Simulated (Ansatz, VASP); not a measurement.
One calculation of SnSe, two programs

```
Sn Se
1.0
     3.17176    0.00000    0.00000
     0.00000    3.17176    0.00000
     0.00000    0.00000    3.17176
Sn Se
1 1
Direct
  0.00000 0.00000 0.00000
  0.50000 0.50000 0.50000
```

Change from the starting cell: volume scaled by 0.64, PAW files.

Alike in both runs: task single point; functional PBE; k mesh 14 × 14 × 14; occupations fermi-dirac, width 0.08 eV; no spin polarisation.

```csv
,VASP,Ansatz
version,VASP 6.6.1,Ansatz 0.2.0
potentials or method,"VASP PAW PBE potentials, release 64 (Sn_d, Se)","PAW with Ansatz's default frozen-core files, scalar-relativistic"
plane-wave cutoff (eV),520,420
valence electrons in the cell,20,30
```

VASP gave:

| Item | Value |
| --- | --- |
| pressure (GPa) | 60.2 |

Estimate Ansatz's values.

pressure (GPa): 60.0.

Both programs put the cell under a high pressure, so it lies far from rest at this level. The functional is the same, so the differences come from potentials, cutoffs and numerics. VASP's potentials hold 20 valence electrons a cell and Ansatz's 30, so a difference there can come from the potentials and not from the codes.

Noted on VASP's run: the cell as given lies far from equilibrium.
